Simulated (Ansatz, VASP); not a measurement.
## ZnS: VASP beside Ansatz

The input POSCAR:

```
ZnS
1.0
    0.0000000000      2.7198945612      2.7198945612
    2.7198945612      0.0000000000      2.7198945612
    2.7198945612      2.7198945612      0.0000000000
Zn S
1 1
Direct
    0.7500000000      0.7500000000      0.7500000000
    0.0000000000      0.0000000000      0.0000000000
```

INCAR.step1

```
PREC     = Accurate       # precision mode
ENCUT    = 520            # plane-wave cutoff, eV
EDIFF    = 1E-5           # SCF threshold, eV
ISMEAR   = -1             # smearing method
SIGMA    = 0.05           # smearing width, eV
LREAL    = F              # projectors in reciprocal space
LASPH    = T              # aspherical terms in the spheres
NELM     = 100            # most SCF steps
ALGO     = Normal         # electronic algorithm
ISIF     = 2              # what is computed and relaxed
LWAVE    = T              # write WAVECAR
GGA      = PE             # functional
NBANDS   = 16             # bands
```

File INCAR.step2:

```
PREC     = Accurate       # precision mode
ENCUT    = 520            # plane-wave cutoff, eV
EDIFF    = 1E-7           # SCF threshold, eV
ISMEAR   = -1             # smearing method
SIGMA    = 0.05           # smearing width, eV
LREAL    = F              # projectors in reciprocal space
LASPH    = T              # aspherical terms in the spheres
NELM     = 100            # most SCF steps
ALGO     = Normal         # electronic algorithm
ISIF     = 2              # what is computed and relaxed
LWAVE    = F              # write WAVECAR
LCHARG   = T              # write CHGCAR
GGA      = PE             # functional
LHFCALC  = T              # exact exchange
HFSCREEN = 0.2079         # screening, 1/A
PRECFOCK = Normal       
LELF     = T              # ELF
LVHAR    = T            
ISTART   = 1            
NBANDS   = 16             # bands
```

The input KPOINTS:

```
Automatic mesh
0
Gamma
  5 5 5
```

File input.yaml:

```yaml
crystal:
  lattice:
    - [0.0, 2.7198945612, 2.7198945612]
    - [2.7198945612, 0.0, 2.7198945612]
    - [2.7198945612, 2.7198945612, 0.0]
  atoms:
    - { symbol: Zn, position: [0.75, 0.75, 0.75] }
    - { symbol: S, position: [0.0, 0.0, 0.0] }
hamiltonian:
  xc: hse06
  pseudopotentials: { kind: paw }
kpoints:
  mp_grid: { grid: [5, 5, 5] }
scf:
  occupations: { method: fermi_dirac, width: 0.05 }
output:
  forces: true
  stress: true
  eigenvalues: true
  write_density: true
  write_potential: true
  elf: true
  volumetric_format: npy
```

Alike in both runs: task single point; functional HSE06; k mesh 5 × 5 × 5; occupations fermi-dirac, width 0.05 eV; no spin polarisation.

|  | VASP | Ansatz |
| --- | --- | --- |
| version | VASP 6.6.1 | Ansatz 0.2.0 |
| potentials or method | VASP PAW PBE potentials, release 64 (Zn, S) | Ansatz PAW |
| plane-wave cutoff (eV) | 520 | 420 |
| valence electrons in the cell | 18 | 18 |

VASP gave:

```
gap on the k mesh at the Fermi level (eV) : 3.23
least direct gap on the mesh (eV)         : 3.23
pressure (GPa)                            : -0.5
```

Task: What did Ansatz give for the same quantities?

Result: gap on the k mesh at the Fermi level (eV): 3.25; least direct gap on the mesh (eV): 3.25; pressure (GPa): -0.5.

With one functional, cell and mesh, what is left measures potentials, basis and numerics.

Noted on Ansatz's run: odd divisions of the mesh miss points on the zone boundary, where band edges often lie, so the gap on the mesh can be too wide.
